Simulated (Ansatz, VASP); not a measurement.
**One calculation of PbSe, two programs**

The input INCAR:

```
PREC = Accurate ; ENCUT = 520
EDIFF = 1E-6 ; ISMEAR = -1
SIGMA = 0.02 ; LREAL = F
LASPH = T ; NELM = 100
ALGO = Normal ; ISIF = 2
LWAVE = F ; LCHARG = F
GGA = PE ; NBANDS = 17
```

KPOINTS

```
Automatic mesh
0
Gamma
  8 8 8
```

File POSCAR:

```
PbSe
1.0
    0.0000000000      3.0887022202      2.9827597340
    3.0887022202      0.0000000000      2.9827597340
    3.0887022202      3.0887022202      0.0000000000
Pb Se
1 1
Direct
    0.0000000000      0.0000000000      0.0000000000
    0.5000000000      0.5000000000      0.5000000000
```

Input for Ansatz:

```yaml
crystal:
  lattice:
    - [0.0, 3.0887022202, 2.982759734]
    - [3.0887022202, 0.0, 2.982759734]
    - [3.0887022202, 3.0887022202, 0.0]
  atoms:
    - { symbol: Pb, position: [0.0, 0.0, 0.0] }
    - { symbol: Se, position: [0.5, 0.5, 0.5] }
kpoints:
  mp_grid: { grid: [8, 8, 8] }
  band_path:
    path:
      - [0.0, 0.0, 0.0]
      - [0.5, 0.0, 0.5]
      - [0.625, 0.25, 0.625]
      - [0.375, 0.375, 0.75]
      - [0.5, 0.5, 0.5]
      - [0.5, 0.25, 0.75]
    npoints: 1
hamiltonian:
  xc: pbe
scf:
  occupations: { method: fermi_dirac, width: 0.02 }
  n_extra_bands: 4
output:
  forces: true
  stress: true
  eigenvalues: true
```

Change from the starting cell: uniaxial_z strain -3.4%.

Alike in both runs: task single point; functional PBE; k mesh 8 × 8 × 8; occupations fermi-dirac, width 0.02 eV; no spin polarisation.

```csv
,VASP,Ansatz
version,VASP 6.6.1,Ansatz 0.2.0
potentials or method,"VASP PAW PBE potentials, release 64 (Pb_d, Se)","plane waves, PAW"
plane-wave cutoff (eV),520,420
valence electrons in the cell,20,30
```

```csv
,VASP,Ansatz,Ansatz less VASP
pressure (GPa),3.0,3.1,+0.02
"traceless stress, the component that is largest in VASP (GPa)",3.30,3.30,-0.008
```

The functional is the same, so the differences come from potentials, cutoffs and numerics. VASP's potentials hold 20 valence electrons a cell and Ansatz's 30, so a difference there can come from the potentials and not from the codes.

Spin-orbit coupling is off throughout.
